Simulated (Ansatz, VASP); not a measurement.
## Si7B: VASP beside Ansatz

INCAR

```
SYSTEM = Si7B
PREC     = Accurate       ! precision mode
ENCUT    = 600            ! plane-wave cutoff, eV
EDIFF    = 1E-7           ! SCF threshold, eV
ISMEAR   = 0              ! smearing method
SIGMA    = 0.2            ! smearing width, eV
LREAL    = .FALSE.        ! projectors in reciprocal space
LASPH    = .TRUE.         ! aspherical terms in the spheres
NELM     = 100            ! most SCF steps
ALGO     = Normal         ! electronic algorithm
ISIF     = 3              ! what is computed and relaxed
LWAVE    = .FALSE.        ! write WAVECAR
LCHARG   = .FALSE.        ! write CHGCAR
GGA      = PE             ! functional
IBRION   = 2              ! ionic algorithm
NSW      = 36             ! ionic steps
EDIFFG   = -0.08          ! ionic threshold
```

Contents of KPOINTS:

```
regular mesh
0
G
  4 4 2
  0 0 0
```

POSCAR

```
Si7B
1.0
    3.7200000000      0.0000000000      0.0000000000
    0.0000000000      3.7200000000      0.0000000000
    0.0000000000      0.0000000000     10.5000000000
Si B
7 1
Direct
    0.0000000000      0.0000000000      0.5000000000
    0.0000000000      0.5000000000      0.3750000000
    0.5000000000      0.0000000000      0.6250000000
    0.0000000000      0.5000000000      0.8900000000
    0.5000000000      0.0000000000      0.1100000000
    0.5000000000      0.5000000000      0.7600000000
    0.5000000000      0.5000000000      0.2400000000
    0.0000000000      0.0000000000      0.0000000000
```

Input for Ansatz:

```yaml
crystal:
  lattice:
    - [3.72, 0.0, 0.0]
    - [0.0, 3.72, 0.0]
    - [0.0, 0.0, 10.5]
  atoms:
    - { symbol: Si, position: [0.0, 0.0, 0.5] }
    - { symbol: Si, position: [0.0, 0.5, 0.375] }
    - { symbol: Si, position: [0.5, 0.0, 0.625] }
    - { symbol: Si, position: [0.0, 0.5, 0.89] }
    - { symbol: Si, position: [0.5, 0.0, 0.11] }
    - { symbol: Si, position: [0.5, 0.5, 0.76] }
    - { symbol: Si, position: [0.5, 0.5, 0.24] }
    - { symbol: B, position: [0.0, 0.0, 0.0] }
basis:
  ecutwfc: 420
kpoints:
  mp_grid: { grid: [4, 4, 2] }
hamiltonian:
  xc: pbe
scf:
  occupations: { method: gaussian, width: 0.2 }
  lower_state_search: "off"
output:
  forces: true
  stress: true
  eigenvalues: true
relax:
  adjacent_minimum: "off"
  f_tol: 0.08
  max_steps: 16
  cell: { stress_tol: 0.8 }
```

Alike in both runs: task relaxation of cell and atoms; functional PBE; k mesh 4 × 4 × 2; occupations gaussian, width 0.2 eV; no spin polarisation.

|  | VASP | Ansatz |
| --- | --- | --- |
| version | VASP 6.6.1 | Ansatz 0.2.0 |
| potentials or method | VASP PAW PBE potentials, release 64 (Si, B), cutoff 600 eV | scalar-relativistic, plane waves, PAW |
| valence electrons in the cell | 31 | 31 |

```tsv
	VASP	Ansatz	Ansatz less VASP
gap on the k mesh at the Fermi level, each at its own relaxed structure (eV)	none	none	-
relaxed volume (Å³/atom)	18.39	18.34	-0.051
relaxed length of the cell vector where the two differ most in proportion (Å)	10.790	10.744	-0.0460
```

A gap of «none» marks a metal or a gap that the smearing closes.

The k mesh is coarse, so the values compare programs but aren't converged.
